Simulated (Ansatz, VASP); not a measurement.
N in VASP and in Ansatz

```
N
1.0
     4.08406    0.00000    0.00000
     0.00000    4.08406    0.00000
     0.00000    0.00000    5.34591
N
4
Direct
  0.90428 0.90428 0.00000
  0.59572 0.40428 0.50000
  0.09572 0.09572 0.00000
  0.40428 0.59572 0.50000
```

Alike in both runs: task single point; functional PBEsol; k mesh 6 × 6 × 4; occupations gaussian, width 0.05 eV; no spin polarisation.

|  | VASP | Ansatz |
| --- | --- | --- |
| version | VASP 6.6.1 | Ansatz 0.2.0 |
| potentials or method | VASP PAW PBE potentials, release 64 (N), cutoff 520 eV | scalar-relativistic, plane waves, PAW |
| valence electrons in the cell | 20 | 20 |

|  | VASP | Ansatz | Ansatz less VASP |
| --- | --- | --- | --- |
| gap on the k mesh at the Fermi level (eV) | 6.83 | 6.88 | +0.045 |
| least direct gap on the mesh (eV) | 7.03 | 7.08 | +0.046 |
| pressure (GPa) | 1.2 | -0.8 | -2.06 |
| traceless stress, the component that is largest in VASP (GPa) | -1.11 | 1.14 | +2.251 |
| rms of the force components (eV/Å) | 0.500 | 0.497 | -0.0034 |

VASP's potentials were made for PBE, not for PBEsol. Atom by atom the forces differ by 0.997 eV/Å (rms over components). One of these differences is far larger than is usual between the two programs; its cause wasn't traced. With one functional, cell and mesh, what is left measures potentials, basis and numerics.

Noted on VASP's run: the standard files for N, O and F lose accuracy on very short bonds.
